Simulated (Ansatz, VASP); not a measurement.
**Two plane-wave programs on N**

```
CELL_PARAMETERS angstrom
-3.81655 0.00000 0.00000
-1.90828 -3.30523 0.00000
-0.76331 0.00000 14.82904
ATOMIC_POSITIONS crystal
N 0.15090 0.33333 0.91216
N 0.25090 0.33333 0.41216
N 0.16577 0.33333 0.83784
N 0.26577 0.33333 0.33784
N 0.63423 0.66667 0.16216
N 0.53423 0.66667 0.66216
N 0.64910 0.66667 0.08784
N 0.54910 0.66667 0.58784
```

Alike in both runs: task single point; functional PBE; dispersion D3(BJ); k mesh 7 × 7 × 2; occupations gaussian, width 0.05 eV; no spin polarisation.

|  | VASP | Ansatz |
| --- | --- | --- |
| version | VASP 6.6.1 | Ansatz 0.2.0 |
| potentials or method | VASP PAW PBE potentials, release 64 (N), cutoff 520 eV | scalar-relativistic, plane waves, PAW |
| valence electrons in the cell | 40 | 40 |

Ansatz gave:

| Item | Value |
| --- | --- |
| gap on the k mesh at the Fermi level (eV) | 7.05 |
| least direct gap on the mesh (eV) | 7.08 |
| pressure (GPa) | 0.1 |
| traceless stress, the component that is largest in VASP (GPa) | 0.13 |
| rms of the force components (eV/Å) | 0.028 |

Problem. Which values does VASP return?

Solution. gap on the k mesh at the Fermi level (eV): 7.00; least direct gap on the mesh (eV): 7.04; pressure (GPa): 2.0; traceless stress, the component that is largest in VASP (GPa): 4.44; rms of the force components (eV/Å): 1.000.

Atom by atom the forces differ by 1.007 eV/Å (rms over components).

Noted on VASP's run: the standard files for N, O and F lose accuracy on very short bonds.
